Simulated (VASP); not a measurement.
Write the native input for VASP 6.6.1 that does the following.

```yaml
Task: single point
Functional: PBE
Potentials_or_basis: VASP PAW PBE potentials, release 64 (W_sv, C)
Cutoff: 520 eV
k_mesh: 12 × 12 × 1
Occupations: gaussian, width 0.1 eV
Spin: no spin polarisation
Dipole_correction: yes
Further_INCAR_settings: ALGO = Normal; EDIFF = 1e-06; NBANDS = 46
```

The structure of WC lies in POSCAR:

```
WC
1.0
    2.8470769657      0.0000000000      0.0000000000
    0.0000000000      2.9217712149      0.0000000000
    0.0000000000      0.0000000000     31.2778696859
W C
4 4
Direct
    0.0000000000      0.5000000000      0.3516863556
    0.0000000000      0.0000000000      0.4325847071
    0.0000000000      0.5000000000      0.5134830586
    0.0000000000      0.0000000000      0.5943814101
    0.5000000000      0.5000000000      0.4056185899
    0.5000000000      0.0000000000      0.4865169414
    0.5000000000      0.5000000000      0.5674152929
    0.5000000000      0.0000000000      0.6483136444
```

The input as run:

INCAR

```
  ALGO = Normal
  DIPOL = 0.5 0.5 0.500
  EDIFF = 1E-6
  ENCUT = 520
  GGA = PE
  IDIPOL = 3
  ISIF = 2
  ISMEAR = 0
  LASPH = T
  LCHARG = F
  LDIPOL = T
  LREAL = F
  LWAVE = F
  NBANDS = 46
  NELM = 80
  PREC = Accurate
  SIGMA = 0.1
```

KPOINTS

```
k-points
0
Gamma
  12 12 1
```

Potentials or basis: VASP PAW PBE potentials, release 64 (W_sv, C).

The run is started by

```sh
$ cat potpaw_PBE.64/W_sv/POTCAR potpaw_PBE.64/C/POTCAR > POTCAR
$ mpirun -np 1 vasp_std > vasp.out
```

It gave:

```
Largest force          : 2.723 eV/Å
Band gap on the k mesh : zero (bands 36 and 37 overlap by 0.53 eV)
```

Caveat: spin-orbit coupling is left out, which moves the levels of the heavy elements.

It took 26 min on 1 thread of Intel(R) Xeon(R) Platinum 8259CL CPU @ 2.50GHz (Skylake/Cascade Lake), on a shared host, peak memory 0.66 GiB.
